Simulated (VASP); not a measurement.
# AgI (F-43m) in VASP: a series of runs

Aim: see how the results for AgI move with the level of theory and the settings. Levels: PBE, r2SCAN. Tasks: single point.

Program: VASP 6.6.1. These are calculated values, not measurements. Logs are shortened: lines on timing, memory, paths and dates and some standing lists are left out, and cuts for length are marked.

## (1) The cell of the first run

The structure is cubic, space group F-43m (No. 216). The conventional cell has a = 6.762 Å, b = 6.762 Å, c = 6.762 Å, α = 90.00°, β = 90.00°, γ = 90.00°. Within 3.9 Å of Ag (site symmetry -43m) lie 4 I at 2.93 Å. Within 3.9 Å of I (site symmetry -43m) lie 4 Ag at 2.93 Å.

## (2) Single point, PBE (volume changed by +6%)

INCAR

```
SYSTEM = AgI
PREC = Accurate ; ENCUT = 500
EDIFF = 1E-6 ; ISMEAR = 0
SIGMA = 0.01 ; LREAL = .False.
LASPH = .True. ; NELM = 120
ALGO = Normal ; ISIF = 2
LWAVE = .False. ; LCHARG = .False.
GGA = PE ; NBANDS = 16
GGA_COMPAT = .False.
```

KPOINTS

```
regular mesh
0
Gamma
  6 6 6
  0 0 0
```

POSCAR

```
AgI
1.0
    0.0000000000      3.3809051859      3.3809051859
    3.3809051859      0.0000000000      3.3809051859
    3.3809051859      3.3809051859      0.0000000000
Ag I
1 1
Direct
    0.0000000000      0.0000000000      0.0000000000
    0.2500000000      0.2500000000      0.2500000000
```

Potentials or basis: VASP PAW PBE potentials, release 64 (Ag, I).

Started as:

```console
> cat potpaw_PBE.64/Ag/POTCAR potpaw_PBE.64/I/POTCAR > POTCAR
> mpirun -np 1 vasp_std > vasp.out
```

OUTCAR:

```text
SYSTEM = AgI
   PREC = Accurate
   ENCUT = 500
   EDIFF = 1E-6
   ISMEAR = 0
   LREAL = .False.
   LASPH = .True.
   NELM = 120
   ISIF = 2
   GGA = PE

 ion  position               nearest neighbor table
   1  0.000  0.000  0.000-   2 2.93   2 2.93   2 2.93   2 2.93
   2  0.250  0.250  0.250-   1 2.93   1 2.93   1 2.93   1 2.93

  LATTYP: Found a face centered cubic cell.
 ALAT       =     6.7618103718

  Lattice vectors:

 A1 = (   0.0000000000,   3.3809051859,   3.3809051859)
 A2 = (   3.3809051859,   0.0000000000,   3.3809051859)
 A3 = (   3.3809051859,   3.3809051859,   0.0000000000)

Analysis of symmetry for initial positions (statically):
=====================================================================
 Subroutine PRICEL returns:
 Original cell was already a primitive cell.

 Routine SETGRP: Setting up the symmetry group for a
 face centered cubic supercell.

 Subroutine GETGRP returns: Found 24 space group operations
 (whereof 24 operations were pure point group operations)
 out of a pool of 48 trial point group operations.

The static configuration has the point symmetry T_d .

Analysis of symmetry for dynamics (positions and initial velocities):
=====================================================================
 Subroutine PRICEL returns:
 Original cell was already a primitive cell.

 Routine SETGRP: Setting up the symmetry group for a
 face centered cubic supercell.

 Subroutine GETGRP returns: Found 24 space group operations
 (whereof 24 operations were pure point group operations)
 out of a pool of 48 trial point group operations.

The dynamic configuration has the point symmetry T_d .

 Subroutine INISYM returns: Found 24 space group operations
 (whereof 24 operations are pure point group operations),
 and found     1 'primitive' translations

----------------------------------------------------------------------------------------

                                     Primitive cell

  volume of cell :      77.2910

  direct lattice vectors                    reciprocal lattice vectors
     0.000000000  3.380905186  3.380905186    -0.147889388  0.147889388  0.147889388
     3.380905186  0.000000000  3.380905186     0.147889388 -0.147889388  0.147889388
     3.380905186  3.380905186  0.000000000     0.147889388  0.147889388 -0.147889388

  length of vectors
     4.781321967  4.781321967  4.781321967     0.256151935  0.256151935  0.256151935

  position of ions in fractional coordinates (direct lattice)
     0.000000000  0.000000000  0.000000000
     0.250000000  0.250000000  0.250000000

  ion indices of the primitive-cell ions
   primitive index   ion index
                 1           1
                 2           2

----------------------------------------------------------------------------------------

 KPOINTS: regular mesh

Automatic generation of k-mesh.
 Grid dimensions read from file:
 generate k-points for:    6    6    6

 Generating k-lattice:

  Cartesian coordinates                     Fractional coordinates (reciprocal lattice)
    -0.024648231  0.024648231  0.024648231     0.166666667  0.000000000  0.000000000
     0.024648231 -0.024648231  0.024648231     0.000000000  0.166666667  0.000000000
     0.024648231  0.024648231 -0.024648231     0.000000000  0.000000000  0.166666667

  Length of vectors
     0.042691989  0.042691989  0.042691989

  Shift w.r.t. Gamma in fractional coordinates (k-lattice)
     0.000000000  0.000000000  0.000000000

 Subroutine IBZKPT returns following result:
 ===========================================

 Found     16 irreducible k-points:

 Following reciprocal coordinates:
            Coordinates               Weight
  0.000000  0.000000  0.000000      1.000000
  0.166667  0.000000  0.000000      8.000000
  0.333333  0.000000  0.000000      8.000000
  0.500000  0.000000  0.000000      4.000000
  0.166667  0.166667  0.000000      6.000000
  0.333333  0.166667  0.000000     24.000000
[... 8 lines left out ...]
 -0.333333  0.333333  0.166667     24.000000
 -0.333333  0.500000  0.166667     12.000000
   k-points           NKPTS =     16   k-points in BZ     NKDIM =     16   number of bands    NBANDS=     16
   number of dos      NEDOS =    301   number of ions     NIONS =      2
   total plane-waves  NPLWV =  46656
   dimension x,y,z NGX =    36 NGY =   36 NGZ =   36
   dimension x,y,z NGXF=    72 NGYF=   72 NGZF=   72
   ions per type =               1   1
   NGX,Y,Z   is equivalent  to a cutoff of  12.52, 12.52, 12.52 a.u.
   NGXF,Y,Z  is equivalent  to a cutoff of  25.03, 25.03, 25.03 a.u.
 SYSTEM =  AgI
   PREC   = accura    normal or accurate (medium, high low for compatibility)
   ISTART =      0    job   : 0-new  1-cont  2-samecut
   ICHARG =      2    charge: 1-file 2-atom 10-const
   ISPIN  =      1    spin polarized calculation?
   LNONCOLLINEAR =      F non collinear calculations
   LSORBIT =      F    spin-orbit coupling
   LASPH  =      T    aspherical Exc in radial PAW
   ENCUT  =  500.0 eV  36.75 Ry    6.06 a.u.   8.72  8.72  8.72*2*pi/ulx,y,z
   NELM   =    120;   NELMIN=  2; NELMDL= -5     # of ELM steps
   EDIFF  = 0.1E-05   stopping-criterion for ELM
   LREAL  =      F    real-space projection
   EDIFFG = 0.1E-04   stopping-criterion for IOM
   NSW    =      0    number of steps for IOM
   IBRION =     -1    ionic relax: 0-MD 1-quasi-New 2-CG
   NFREE  =      0    steps in history (QN), initial steepest desc. (CG)
   ISIF   =      2    stress and relaxation
   ISYM   =      2    0-nonsym 1-usesym 2-fastsym
   POTIM  = 0.5000    time-step for ionic-motion
   TEBEG  =    0.0;   TEEND  =   0.0 temperature during run
   PSTRESS=    0.0 pullay stress
   NELECT =      18.0000    total number of electrons
   NUPDOWN=      -1.0000    fix difference up-down
   EMIN   =  10.00;   EMAX   =-10.00  energy-range for DOS
   EFERMI =   0.00;   METHOD = LEGACY
   ISMEAR =     0;   SIGMA  =   0.01  broadening in eV -4-tet -1-fermi 0-gaus
   EFERMI_NEDOS =   21; number of points for ismear=-14 and -15
   IALGO  =     38    algorithm
   IMIX   =      4    mixing-type and parameters
     AMIX     =   0.40;   BMIX     =  1.00
     AMIX_MAG =   1.60;   BMIX_MAG =  1.00
  volume/ion in A,a.u.               =      38.65       260.79
  Fermi-wavevector in a.u.,A,eV,Ry     =   1.007216  1.903363 13.802898  1.014484
  Thomas-Fermi vector in A             =   2.140007
   LORBIT       =      0    0 simple, 1 ext, 2 COOP (PROOUT), +10 PAW based schemes
   GGA     = PE    functional components
   LHFCALC =     F    Hartree Fock is set to
   AEXX    =    0.0000 exact exchange contribution
   IVDW    =     0    specifies the selected vdW correction
   LEPSILON=     F    determine dielectric tensor
   LRPA    =     F    only Hartree local field effects (RPA)
 non-spin polarized calculation
 Gauss-broadening in eV      SIGMA  =   0.01
  energy-cutoff  :      500.00
  volume of cell :       77.29
 maximum number of plane-waves:      1980
   NGX = 17   NGY = 17   NGZ = 17

 number of electron      17.9999995 magnetization

 Free energy of the ion-electron system (eV)
  ---------------------------------------------------
  ext. energy  EPLUGINS =         0.00000000
  ---------------------------------------------------
  free energy    TOTEN  =        -4.77070685 eV

  energy without entropy =       -4.77070685  energy(sigma->0) =       -4.77070685

 E-fermi :   1.9702     XC(G=0):  -7.8815

 val. band max:        1.8643976293   @ k =   0.0000   0.0000   0.0000
 cond. band min:       3.2159402331   @ k =   0.0000   0.0000   0.0000
 fundamental gap:      1.3515426038
 Fermi energy:         1.9701892966

 k-point     1 :       0.0000    0.0000    0.0000
  band No.  band energies     occupation
      1     -10.3210      2.00000
      2      -1.6877      2.00000
      3      -1.6877      2.00000
      4      -1.6877      2.00000
      5      -0.7425      2.00000
      6      -0.7425      2.00000
[... 8 lines left out ...]
     15      11.7859      0.00000
     16      11.7859      0.00000

 k-point     2 :       0.1667    0.0000    0.0000
  band No.  band energies     occupation
      1     -10.2717      2.00000
      2      -1.7029      2.00000
      3      -1.6495      2.00000
      4      -1.6495      2.00000
      5      -0.7456      2.00000
      6      -0.7456      2.00000
[... 8 lines left out ...]
     15      11.1508      0.00000
     16      11.4784      0.00000

 k-point     3 :       0.3333    0.0000    0.0000
  band No.  band energies     occupation
      1     -10.1698      2.00000
      2      -1.6545      2.00000
      3      -1.5761      2.00000
      4      -1.5761      2.00000
      5      -0.7358      2.00000
      6      -0.7358      2.00000
[... 8 lines left out ...]
     15      11.4350      0.00000
     16      11.4350      0.00000

 k-point     4 :       0.5000    0.0000    0.0000
  band No.  band energies     occupation
      1     -10.1171      2.00000
      2      -1.5422      2.00000
      3      -1.5422      2.00000
      4      -1.5293      2.00000
      5      -0.7198      2.00000
      6      -0.7198      2.00000
[... 8 lines left out ...]
     15      12.5542      0.00000
     16      12.5542      0.00000

 k-point     5 :       0.1667    0.1667    0.0000
  band No.  band energies     occupation
      1     -10.2553      2.00000
      2      -1.7512      2.00000
      3      -1.6125      2.00000
      4      -1.6125      2.00000
      5      -0.7695      2.00000
      6      -0.7263      2.00000
[... 8 lines left out ...]
     15      11.9343      0.00000
     16      12.2518      0.00000

 k-point     6 :       0.3333    0.1667    0.0000
  band No.  band energies     occupation
      1     -10.1708      2.00000
      2      -1.7493      2.00000
      3      -1.5309      2.00000
      4      -1.5276      2.00000
      5      -0.7705      2.00000
      6      -0.7131      2.00000
[... 8 lines left out ...]
     15      12.0743      0.00000
     16      12.6008      0.00000

 k-point     7 :       0.5000    0.1667    0.0000
  band No.  band energies     occupation
      1     -10.1009      2.00000
      2      -1.6167      2.00000
      3      -1.4845      2.00000
      4      -1.4370      2.00000
      5      -0.7259      2.00000
      6      -0.7150      2.00000
[... 8 lines left out ...]
     15      12.5338      0.00000
     16      12.6084      0.00000

 k-point     8 :      -0.3333    0.1667    0.0000
  band No.  band energies     occupation
      1     -10.1184      2.00000
      2      -1.5616      2.00000
      3      -1.5346      2.00000
      4      -1.5230      2.00000
      5      -0.7504      2.00000
      6      -0.7221      2.00000
[... 8 lines left out ...]
     15      11.8770      0.00000
     16      12.7772      0.00000

 k-point     9 :      -0.1667    0.1667    0.0000
  band No.  band energies     occupation
      1     -10.2046      2.00000
      2      -1.6969      2.00000
      3      -1.6040      2.00000
      4      -1.5834      2.00000
      5      -0.7646      2.00000
      6      -0.7248      2.00000
[... 8 lines left out ...]
     15      11.5581      0.00000
     16      12.6221      0.00000

 k-point    10 :       0.3333    0.3333    0.0000
  band No.  band energies     occupation
      1     -10.1200      2.00000
      2      -1.8462      2.00000
      3      -1.4125      2.00000
      4      -1.4125      2.00000
      5      -0.7755      2.00000
      6      -0.6937      2.00000
[... 8 lines left out ...]
     15      12.3135      0.00000
     16      14.6041      0.00000

 k-point    11 :       0.5000    0.3333    0.0000
  band No.  band energies     occupation
      1     -10.0675      2.00000
      2      -1.7831      2.00000
      3      -1.3487      2.00000
      4      -1.3038      2.00000
      5      -0.6966      2.00000
      6      -0.6879      2.00000
[... 8 lines left out ...]
     15      12.7326      0.00000
     16      13.3953      0.00000

 k-point    12 :      -0.3333    0.3333    0.0000
  band No.  band energies     occupation
      1     -10.0669      2.00000
      2      -1.6284      2.00000
      3      -1.4117      2.00000
      4      -1.2684      2.00000
      5      -0.7918      2.00000
      6      -0.7346      2.00000
[... 8 lines left out ...]
     15      11.5978      0.00000
     16      14.3843      0.00000

 k-point    13 :       0.5000    0.5000    0.0000
  band No.  band energies     occupation
      1     -10.0503      2.00000
      2      -1.8731      2.00000
      3      -1.2670      2.00000
      4      -1.2670      2.00000
      5      -0.6773      2.00000
      6      -0.6524      2.00000
[... 8 lines left out ...]
     15      12.5743      0.00000
     16      13.4528      0.00000

 k-point    14 :       0.5000    0.3333    0.1667
  band No.  band energies     occupation
      1     -10.1019      2.00000
      2      -1.6935      2.00000
      3      -1.4798      2.00000
      4      -1.3964      2.00000
      5      -0.7460      2.00000
      6      -0.7138      2.00000
[... 8 lines left out ...]
     15      12.6794      0.00000
     16      13.1902      0.00000

 k-point    15 :      -0.3333    0.3333    0.1667
  band No.  band energies     occupation
      1     -10.0669      2.00000
      2      -1.5851      2.00000
      3      -1.4719      2.00000
      4      -1.2825      2.00000
      5      -0.7871      2.00000
      6      -0.6729      2.00000
[... 8 lines left out ...]
     15      12.5543      0.00000
     16      13.1397      0.00000

 k-point    16 :      -0.3333    0.5000    0.1667
  band No.  band energies     occupation
      1     -10.0499      2.00000
      2      -1.7030      2.00000
      3      -1.3377      2.00000
      4      -1.2722      2.00000
      5      -0.7451      2.00000
      6      -0.5614      2.00000
[... 8 lines left out ...]
     15      13.0637      0.00000
     16      13.2503      0.00000

------------------------ aborting loop because EDIFF is reached ----------------------------------------

  FORCE on cell =-STRESS in cart. coord.  units (eV):
  Direction    XX          YY          ZZ          XY          YZ          ZX
  --------------------------------------------------------------------------------------
  -------------------------------------------------------------------------------------
  Total       -0.6526096     -0.6526096     -0.6526096      0.0000000      0.0000000      0.0000000
  in kB      -13.5280460    -13.5280460    -13.5280460      0.0000000      0.0000000      0.0000000
  external PRESSURE =     -13.5280460 kB  Pullay stress =       0.0000000 kB

 VOLUME and BASIS-vectors are now :
 -----------------------------------------------------------------------------
  energy-cutoff  :      500.00
  volume of cell :       77.29
      direct lattice vectors                 reciprocal lattice vectors
     0.000000000  3.380905186  3.380905186    -0.147889388  0.147889388  0.147889388
     3.380905186  0.000000000  3.380905186     0.147889388 -0.147889388  0.147889388
     3.380905186  3.380905186  0.000000000     0.147889388  0.147889388 -0.147889388

 POSITION                                       TOTAL-FORCE (eV/Angst)
 -----------------------------------------------------------------------------------
      0.00000      0.00000      0.00000         0.000000      0.000000     -0.000000
      1.69045      1.69045      1.69045        -0.000000     -0.000000      0.000000
 -----------------------------------------------------------------------------------
    total drift:                                0.000000      0.000000      0.000000

  FREE ENERGIE OF THE ION-ELECTRON SYSTEM (eV)
  ---------------------------------------------------
  free  energy   TOTEN  =        -4.7707068513 eV

  energy  without entropy=       -4.7707068513  energy(sigma->0) =       -4.77070685
```

It used 33 s of CPU time on 1 thread of AMD EPYC 7R13 Processor (Zen 3), with other jobs on the host.

Results:

```yaml
Free_energy: -4.7707 eV
Pressure: -1.4 GPa
Band_gap_on_the_k_mesh: 1.35 eV, direct
```

Levels at points of the mesh, in eV from the valence-band top:
```
           k point  band 6  band 7  band 8  band 9  band 10  band 11  band 12  band 13
(0.00, 0.00, 0.00)   -2.61    0.00    0.00    0.00     1.35     5.94     5.94     5.94
(0.50, 0.00, 0.00)   -2.58   -2.50   -0.57   -0.57     2.81     6.37     6.37     6.97
(0.50, 0.50, 0.00)   -2.52   -2.19   -1.42   -1.42     3.85     3.94     8.15     9.23
```

Caveat: spin-orbit coupling is left out, which moves the levels of the heavy elements.

## (3) Single point, r2SCAN (volume changed by -6%)

POSCAR

```
AgI
1.0
    0.0000000000      3.2214990124      3.2214990124
    3.2214990124      0.0000000000      3.2214990124
    3.2214990124      3.2214990124      0.0000000000
Ag I
1 1
Direct
    0.0000000000      0.0000000000      0.0000000000
    0.2500000000      0.2500000000      0.2500000000
```

INCAR.step1

```
ALGO     = Normal         # electronic algorithm
EDIFF    = 1E-5           # SCF threshold, eV
ENCUT    = 550            # plane-wave cutoff, eV
GGA      = PE             # functional
GGA_COMPAT= F            
ISMEAR   = 0              # smearing method
LASPH    = T              # aspherical terms in the spheres
LCHARG   = F              # write CHGCAR
LREAL    = F              # projectors in reciprocal space
LWAVE    = T              # write WAVECAR
NBANDS   = 16             # bands
NELM     = 120            # most SCF steps
PREC     = Accurate       # precision mode
SIGMA    = 0.01           # smearing width, eV
```

INCAR.step2

```
ALGO     = Normal         # electronic algorithm
EDIFF    = 1E-6           # SCF threshold, eV
ENCUT    = 550            # plane-wave cutoff, eV
GGA_COMPAT= F            
ISIF     = 2              # what is computed and relaxed
ISMEAR   = 0              # smearing method
ISTART   = 1            
LASPH    = T              # aspherical terms in the spheres
LCHARG   = F              # write CHGCAR
LMIXTAU  = T            
LREAL    = F              # projectors in reciprocal space
LWAVE    = F              # write WAVECAR
METAGGA  = R2SCAN         # meta-GGA
NBANDS   = 16             # bands
NELM     = 120            # most SCF steps
PREC     = Accurate       # precision mode
SIGMA    = 0.01           # smearing width, eV
```

KPOINTS

```
k-points
0
Gamma
  6 6 6
```

Potentials or basis: VASP PAW PBE potentials, release 64 (Ag, I).

Started as:

```console
> cat potpaw_PBE.64/Ag/POTCAR potpaw_PBE.64/I/POTCAR > POTCAR
> cp INCAR.step1 INCAR
> mpirun -np 1 vasp_std > vasp.out
> cp INCAR.step2 INCAR
> mpirun -np 1 vasp_std > vasp.out
```

It used 140 s of CPU time on 1 thread of AMD EPYC 7R13 Processor (Zen 3) (shared host).

The run converged. Its results:

| Quantity | Value |
| --- | --- |
| Free energy | -46.5009 eV |
| Pressure | 2.0 GPa |
| Band gap on the k mesh | 1.79 eV, direct |

Levels at points of the mesh, in eV from the valence-band top:
| k point | band 5 | band 6 | band 7 | band 8 | band 9 | band 10 | band 11 | band 12 | band 13 | band 14 |
| --- | --- | --- | --- | --- | --- | --- | --- | --- | --- | --- |
| (0.00, 0.00, 0.00) | -3.21 | -3.21 | 0.00 | 0.00 | 0.00 | 1.79 | 6.19 | 6.19 | 6.19 | 9.40 |
| (0.50, 0.00, 0.00) | -3.18 | -3.18 | -3.06 | -0.77 | -0.77 | 3.19 | 6.62 | 6.62 | 7.56 | 9.68 |
| (0.50, 0.50, 0.00) | -3.12 | -3.08 | -2.69 | -1.91 | -1.91 | 3.81 | 4.19 | 9.09 | 10.40 | 10.40 |

Caveat: the PAW data sets were made with another functional, which shifts forces and pressure a little; spin-orbit coupling is left out, which moves the levels of the heavy elements.
